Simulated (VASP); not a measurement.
The system is InAs.

```
In As
1.0
     0.00000    2.85799    2.85799
     2.85799    0.00000    2.85799
     2.85799    2.85799    0.00000
In As
1 1
Direct
  0.50000 0.50000 0.50000
  0.00000 0.00000 0.00000
```

This cell differs from its parent crystal: volume scaled by 0.98.

Program: VASP 6.6.1. Alike in all runs: task single point; no spin polarisation; cell as given; k mesh 8 × 8 × 8; cutoff (eV) 520; smearing fermi-dirac 0.05 eV.

Problem. Order these runs on this cell by their pressure, lowest first.
A. level LDA; potentials or basis VASP PAW LDA potentials, release 64 (In_d, As)
B. level PBE; potentials or basis VASP PAW PBE potentials, release 64 (In_d, As)
C. level PBEsol; potentials or basis VASP PAW PBE potentials, release 64 (In_d, As)

Solution. A (-3.8 GPa), C (-2.0 GPa), B (1.3 GPa).

Caveats: the PAW data sets were made with another functional, which shifts forces and pressure a little (some runs).
